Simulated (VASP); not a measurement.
Crystal: MoRu4.

```
Mo Ru
1.0
     2.73767    0.00000    0.00000
    -1.36883    2.37089    0.00000
     0.00000    0.00000   22.02304
Mo Ru
2 8
Direct
  0.66667 0.33333 0.80000
  0.66667 0.33333 0.20000
  0.33333 0.66667 0.70000
  0.33333 0.66667 0.90000
  0.33333 0.66667 0.10000
  0.33333 0.66667 0.30000
  0.33333 0.66667 0.50000
  0.66667 0.33333 0.00000
  0.66667 0.33333 0.40000
  0.66667 0.33333 0.60000
```

| Quantity | Value |
| --- | --- |
| Program | VASP 6.6.1 |
| Task | relaxation of cell and atoms |
| Functional | PBE |
| Potentials or basis | VASP PAW PBE potentials, release 64 (Mo_sv, Ru_pv) |
| Cutoff | 600 eV |
| k mesh | 6 × 6 × 1 |
| Occupations | gaussian, width 0.1 eV |
| Spin | no spin polarisation |

At the start: pressure -2.1 GPa; volume 14.29 Å³/atom.

How do energy, volume and symmetry change on relaxing?

Over 9 steps the energy falls by 9.4 meV/atom and the volume is 14.19 Å³/atom (-0.7 %); space group P-6m2 (No. 187, to 0.1 Å) before and after.

Step by step:
```tsv
step	energy change (eV)	largest force (eV/Å)	pressure (GPa)	volume (Å³)
1	0.0000	0.5307	-2.10	142.94
2	-0.0056	0.3155	6.35	139.10
3	-0.0422	0.3816	2.11	140.92
4	-0.0718	0.1814	-1.05	142.49
5	-0.0739	0.2245	-0.44	142.16
6	-0.0894	0.1342	-0.08	141.97
7	-0.0899	0.1416	0.01	141.92
8	-0.0919	0.1004	0.01	141.93
9	-0.0944	0.0254	0.01	141.95
```

Final structure:
```xyz
10
Lattice="2.7383 0.0000 0.0000 -1.3691 2.3714 0.0000 0.0000 0.0000 21.8589" Properties=species:S:1:pos:R:3 pbc="T T T"
Mo    1.3692    0.7905   17.4548
Mo    1.3692    0.7905    4.4041
Ru    0.0000    1.5810   15.2506
Ru    0.0000    1.5810   19.7159
Ru    0.0000    1.5810    2.1430
Ru    0.0000    1.5810    6.6083
Ru    0.0000    1.5810   10.9295
Ru    1.3692    0.7905    0.0000
Ru    1.3692    0.7905    8.8059
Ru    1.3692    0.7905   13.0530
```

Caveat: the k points lie up to 0.44 Å⁻¹ apart in the final cell, too coarse for converged energies and pressures of a metal.
